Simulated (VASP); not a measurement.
A run of VASP 6.6.1:

INCAR

```
  PREC = Accurate
  ENCUT = 520
  EDIFF = 1E-6
  ISMEAR = 0
  SIGMA = 0.1
  LREAL = False
  LASPH = True
  NELM = 60
  ALGO = Normal
  ISIF = 2
  LWAVE = False
  LCHARG = True
  GGA = PE
  LELF = True
  LVHAR = True
  NBANDS = 18
```

Contents of KPOINTS:

```
regular mesh
0
Gamma
  8 8 8
```

File POSCAR:

```
Mg
1.0
    5.7222452478      0.0000000000      0.0000000000
    0.0000000000      5.7222452478      0.0000000000
    0.0000000000      0.0000000000      5.7222452478
Mg
8
Direct
    0.5000000000      0.5000000000      0.5000000000
    0.0000000000      0.0000000000      0.0000000000
    0.2500000000      0.0000000000      0.5000000000
    0.5000000000      0.2500000000      0.0000000000
    0.5000000000      0.7500000000      0.0000000000
    0.7500000000      0.0000000000      0.5000000000
    0.0000000000      0.5000000000      0.7500000000
    0.0000000000      0.5000000000      0.2500000000
```

Potentials or basis: VASP PAW PBE potentials, release 64 (Mg).

Command:

```bash
$ cat potpaw_PBE.64/Mg/POTCAR > POTCAR
$ mpirun -np 1 vasp_std > vasp.out
```

Hardware: 1 thread of Intel Xeon 8259CL, on a shared host.

Problem. Estimate the wall time of this run.

Solution. Run time: 120 s on 1 thread of Intel Xeon 8259CL, on a shared host, peak memory 0.34 GiB. Counts: scf iterations 11, k points 35.
